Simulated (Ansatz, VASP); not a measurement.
## Re: VASP beside Ansatz

```
CELL_PARAMETERS angstrom
2.32882 0.00000 0.00000
0.00000 2.32882 0.00000
0.00000 0.00000 2.32882
ATOMIC_POSITIONS crystal
Re 0.00000 0.00000 0.00000
```

Change from the starting cell: volume scaled by 0.76, PAW files.

Alike in both runs: task single point; functional PBEsol; k mesh 15 × 15 × 15; occupations fermi-dirac, width 0.1 eV; no spin polarisation.

|  | VASP | Ansatz |
| --- | --- | --- |
| version | VASP 6.6.1 | Ansatz 0.2.0 |
| potentials or method | VASP PAW PBE potentials, release 64 (Re) | PAW with Ansatz's default frozen-core files, scalar-relativistic |
| plane-wave cutoff (eV) | 520 | 420 |
| valence electrons in the cell | 7 | 15 |

```tsv
	VASP	Ansatz	Ansatz less VASP
pressure (GPa)	137.4	139.2	+1.83
```

VASP's potentials were made for PBE, not for PBEsol. Both programs put the cell under a high pressure, so it lies far from rest at this level. VASP's potentials hold 7 valence electrons a cell and Ansatz's 15, so a difference there can come from the potentials and not from the codes.

Neither program's run includes spin-orbit coupling. Noted on VASP's run: the cell as given lies far from equilibrium.
